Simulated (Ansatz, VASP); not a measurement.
One calculation of Ba, two programs

Contents of INCAR:

```
PREC     = Accurate       # precision mode
ENCUT    = 500            # plane-wave cutoff, eV
EDIFF    = 1E-6           # SCF threshold, eV
ISMEAR   = 0              # smearing method
SIGMA    = 0.1            # smearing width, eV
LREAL    = False          # projectors in reciprocal space
LASPH    = True           # aspherical terms in the spheres
NELM     = 120            # most SCF steps
ALGO     = Normal         # electronic algorithm
ISIF     = 2              # what is computed and relaxed
LWAVE    = False          # write WAVECAR
LCHARG   = False          # write CHGCAR
GGA      = PE             # functional
NBANDS   = 11             # bands
GGA_COMPAT= False
```

Contents of KPOINTS:

```
regular mesh
0
Gamma
  10 10 10
```

File POSCAR:

```
Ba
1.0
   -2.5911500000      2.5911500000      2.5911500000
    2.5911500000     -2.5911500000      2.5911500000
    2.5911500000      2.5911500000     -2.5911500000
Ba
1
Direct
    0.0000000000      0.0000000000      0.0000000000
```

Input for Ansatz:

```yaml
crystal:
  lattice:
    - [-2.59115, 2.59115, 2.59115]
    - [2.59115, -2.59115, 2.59115]
    - [2.59115, 2.59115, -2.59115]
  atoms:
    - { symbol: Ba, position: [0.0, 0.0, 0.0] }
basis:
  ecutwfc: 420
  xc_grid: 1
kpoints:
  mp_grid: { grid: [10, 10, 10] }
hamiltonian:
  xc: pbe
scf:
  occupations: { method: gaussian, width: 0.1 }
output:
  forces: true
  eigenvalues: true
  stress: true
```

Alike in both runs: task single point; functional PBE; k mesh 10 × 10 × 10; occupations gaussian, width 0.1 eV; no spin polarisation.

```csv
,VASP,Ansatz
version,VASP 6.6.1,Ansatz 0.2.0
potentials or method,"VASP PAW PBE potentials, release 64 (Ba_sv), cutoff 500 eV","scalar-relativistic, plane waves, PAW"
valence electrons in the cell,10,10
```

|  | VASP | Ansatz | Ansatz less VASP |
| --- | --- | --- | --- |
| gap on the k mesh at the Fermi level (eV) | none | none | - |
| pressure (GPa) | -0.7 | -0.7 | -0.03 |

A gap of «none» marks a metal or a gap that the smearing closes.

Spin-orbit coupling is off throughout.
